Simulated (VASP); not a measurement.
A run of VASP 6.6.1 is set up as follows.

The input INCAR:

```
PREC = Accurate ; ENCUT = 500
EDIFF = 1E-6 ; ISMEAR = -1
SIGMA = 0.01 ; LREAL = F
LASPH = T ; NELM = 120
ALGO = Normal ; ISIF = 2
LWAVE = F ; LCHARG = F
GGA = PE ; NBANDS = 14
GGA_COMPAT = F
```

The input KPOINTS:

```
Automatic mesh
0
Gamma
  6 6 6
```

File POSCAR:

```
Br
1.0
    0.0000000000      3.4955224912      3.4955224912
    3.4955224912      0.0000000000      3.4955224912
    3.4955224912      3.4955224912      0.0000000000
Br
2
Direct
    1.0000000000      1.0000000000      1.0000000000
    0.2500000000      0.2500000000      0.2500000000
```

Potentials or basis: VASP PAW PBE potentials, release 64 (Br).

The run is started by

```bash
$ cat potpaw_PBE.64/Br/POTCAR > POTCAR
$ mpirun -np 1 vasp_std > vasp.out
```

Task: Estimate the band gap on the k mesh.

Result: Zero (bands 7 and 8 overlap by 1.21 eV).

Task: What does it give for the pressure?

Result: 0.0 GPa.
